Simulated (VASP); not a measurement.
**SiO2: relaxation of the atoms with r2SCAN**

SiO2:

```
Si O
1.0
     5.06052    0.00000    0.00000
    -2.53026    4.38254    0.00000
     0.00000    0.00000    5.54135
Si O
3 6
Direct
  0.00000 0.50000 0.33333
  0.50000 0.50000 0.66667
  0.50000 0.00000 0.00000
  0.58279 0.79139 0.83333
  0.79139 0.58279 0.50000
  0.79139 0.20861 0.16667
  0.41721 0.20861 0.83333
  0.20861 0.41721 0.50000
  0.20861 0.79139 0.16667
```

```
Program                : VASP 6.6.1
Task                   : relaxation of the atoms
Functional             : r2SCAN
Potentials or basis    : VASP PAW PBE potentials, release 64 (Si, O)
Cutoff                 : 580 eV
k mesh                 : 6 × 6 × 5
Occupations            : fermi-dirac, width 0.01 eV
Spin                   : no spin polarisation
Dipole correction      : no
Further INCAR settings : ALGO = Normal; EDIFF = 1e-07; IBRION = 2; EDIFFG = -0.02; NSW = 80
```

```
Pressure after relaxing      : 0.1 GPa
Largest force after relaxing : 0.017 eV/Å
Band gap on the k mesh       : 6.29 eV (least direct gap 6.50 eV)
```

Forces on the atoms (eV/Å):
```
Si   0.000  0.000  0.000
Si   0.000  0.000  0.000
Si   0.000  0.000  0.000
O    0.015  0.009  0.000
O    0.000  0.017  0.000
O    0.015 -0.009  0.000
O   -0.015 -0.009  0.000
O    0.000 -0.017  0.000
O   -0.015  0.009  0.000
```

Final structure:
```
Si O
1.0
     5.06052    0.00000    0.00000
    -2.53026    4.38254    0.00000
     0.00000    0.00000    5.54135
Si O
3 6
Direct
  0.00000 0.50000 0.33333
  0.50000 0.50000 0.66667
  0.50000 0.00000 0.00000
  0.58279 0.79139 0.83333
  0.79139 0.58279 0.50000
  0.79139 0.20861 0.16667
  0.41721 0.20861 0.83333
  0.20861 0.41721 0.50000
  0.20861 0.79139 0.16667
```

Levels at points of the mesh, in eV from the valence-band top:
```csv
k point,band 20,band 21,band 22,band 23,band 24,band 25,band 26,band 27,band 28,band 29
"(0.00, 0.00, 0.00)",-1.01,-1.01,-0.47,-0.47,-0.20,6.29,9.73,9.73,10.06,10.06
"(0.50, 0.00, 0.00)",-1.21,-1.18,-1.03,-0.36,-0.01,8.41,9.27,10.38,10.53,10.57
```

Run time: 3.9 min on 4 MPI ranks on Intel(R) Xeon(R) Platinum 8375C CPU @ 2.90GHz (Ice Lake), with other jobs on the host, peak memory 0.32 GiB a rank.

Caveat: the relaxation stopped at its first step, so nothing moved; the PAW data sets were made with another functional, which shifts forces and pressure a little; an odd mesh through Γ misses points on the zone boundary, where band edges can lie.
